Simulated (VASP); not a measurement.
A run of VASP 6.6.1 is set up as follows.

Contents of INCAR:

```
PREC = Accurate
ENCUT = 520
EDIFF = 1E-6
ISMEAR = 0
SIGMA = 0.15
LREAL = False
LASPH = True
NELM = 60
ALGO = Normal
ISIF = 2
LWAVE = False
LCHARG = False
GGA = CA
NBANDS = 15
```

Contents of KPOINTS:

```
Automatic mesh
0
Gamma
  18 18 18
```

POSCAR

```
TaN
1.0
    0.0000000000      2.2612401490      2.1742693740
    2.2612401490      0.0000000000      2.1742693740
    2.2612401490      2.2612401490      0.0000000000
Ta N
1 1
Direct
    0.4978193580      0.5021806420      0.5021806420
    0.0281703825     -0.0281703825     -0.0281703825
```

Potentials or basis: VASP PAW LDA potentials, release 64 (Ta_pv, N).

Launch:

```bash
$ cat potpaw_LDA.64/Ta_pv/POTCAR potpaw_LDA.64/N/POTCAR > POTCAR
$ mpirun -np 1 vasp_std > vasp.out
```

(1) Estimate the pressure.

(2) What does it give for the band gap on the k mesh?

Results:

(1) -19.8 GPa.

(2) zero (bands 8 and 9 overlap by 3.23 eV).

Caveat: the cell differs from its parent crystal (atoms displaced along a vibrational mode, the cell strained); the cell stands under tension; spin-orbit coupling is left out, which moves the levels of the heavy elements.
